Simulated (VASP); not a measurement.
Here is a VASP 6.6.1 calculation.

Contents of INCAR:

```
PREC = Accurate ; ENCUT = 520
EDIFF = 1E-7 ; ISMEAR = -1
SIGMA = 0.05 ; LREAL = False
LASPH = True ; NELM = 150
ALGO = Normal ; ISIF = 2
LWAVE = False ; LCHARG = False
ISPIN = 2 ; MAGMOM = -3 3
LORBIT = 11 ; LMAXMIX = 4
GGA = CA ; NBANDS = 23
```

The input KPOINTS:

```
regular mesh
0
Gamma
  8 8 8
```

The input POSCAR:

```
Cr
1.0
    2.9990412382      0.0000000000      0.0000000000
    0.0000000000      2.9990412382      0.0000000000
    0.0000000000      0.0000000000      2.9095213680
Cr
2
Direct
    0.0000000000      0.0000000000      0.0000000000
    0.5000000000      0.5000000000      0.5000000000
```

Potentials or basis: VASP PAW LDA potentials, release 64 (Cr_pv).

Launch:

```bash
$ cat potpaw_LDA.64/Cr_pv/POTCAR > POTCAR
$ mpirun -np 1 vasp_std > vasp.out
```

Problem. What does it give for the pressure?

Solution. -33.5 GPa.

Problem. Estimate the net moment.

Solution. 0.00 μB per cell.

Problem. What does it give for the band gap on the k mesh?

Solution. Zero (filled and empty bands overlap).

Stress tensor (GPa, compression positive):
```
-36.40   0.00   0.00
  0.00 -36.40   0.00
  0.00   0.00 -27.83
```
